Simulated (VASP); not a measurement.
Input of a VASP 6.6.1 run:

INCAR

```
SYSTEM = Y2Lu3F
PREC     = Accurate       ! precision mode
ENCUT    = 600            ! plane-wave cutoff, eV
EDIFF    = 1E-6           ! SCF threshold, eV
ISMEAR   = 0              ! smearing method
SIGMA    = 0.1            ! smearing width, eV
LREAL    = .False.        ! projectors in reciprocal space
LASPH    = .True.         ! aspherical terms in the spheres
NELM     = 60             ! most SCF steps
ALGO     = Normal         ! electronic algorithm
ISIF     = 3              ! what is computed and relaxed
LWAVE    = .False.        ! write WAVECAR
LCHARG   = .False.        ! write CHGCAR
GGA      = PE             ! functional
IBRION   = 2              ! ionic algorithm
NSW      = 100            ! ionic steps
EDIFFG   = -0.01          ! ionic threshold
```

KPOINTS

```
Automatic mesh
0
Gamma
  6 6 6
  0 0 0
```

Contents of POSCAR:

```
Y2Lu3F
1.0
    6.2280967831      0.0000000000      0.0000000000
   -3.1140483916      5.3936900314      0.0000000000
    0.0000000000      0.0000000000      5.9919450071
Y Lu F
2 3 1
Direct
    0.6666666667      0.3333333333      0.0000000000
    0.3333333333      0.6666666667      0.0000000000
    0.0000000000      0.5000000000      0.5000000000
    0.5000000000      0.5000000000      0.5000000000
    0.5000000000      0.0000000000      0.5000000000
    0.0000000000      0.0000000000      0.0000000000
```

Potentials or basis: VASP PAW PBE potentials, release 64 (Y_sv, Lu, F).

Launch:

```sh
$ cat potpaw_PBE.64/Y_sv/POTCAR potpaw_PBE.64/Lu/POTCAR potpaw_PBE.64/F/POTCAR > POTCAR
$ mpirun -np 1 vasp_std > vasp.out
```

**Question.** Predict the relaxed cell.

**Answer.** a = 6.253 Å, b = 6.253 Å, c = 6.035 Å, α = 90.00°, β = 90.00°, γ = 120.00°.

**Question.** Estimate the band gap on the k mesh.

**Answer.** Zero (bands 52 and 53 overlap by 0.56 eV).

Step by step:
| step | energy change (eV) | largest force (eV/Å) | pressure (GPa) | volume (Å³) |
| --- | --- | --- | --- | --- |
| 1 | 0.0000 | 0.0000 | 0.43 | 201.28 |
| 2 | -0.0041 | 0.0000 | 0.08 | 203.89 |
| 3 | -0.0041 | 0.0000 | -0.06 | 204.79 |
| 4 | -0.0042 | 0.0000 | -0.02 | 204.36 |

Caveat: spin-orbit coupling is left out, which moves the levels of the heavy elements.
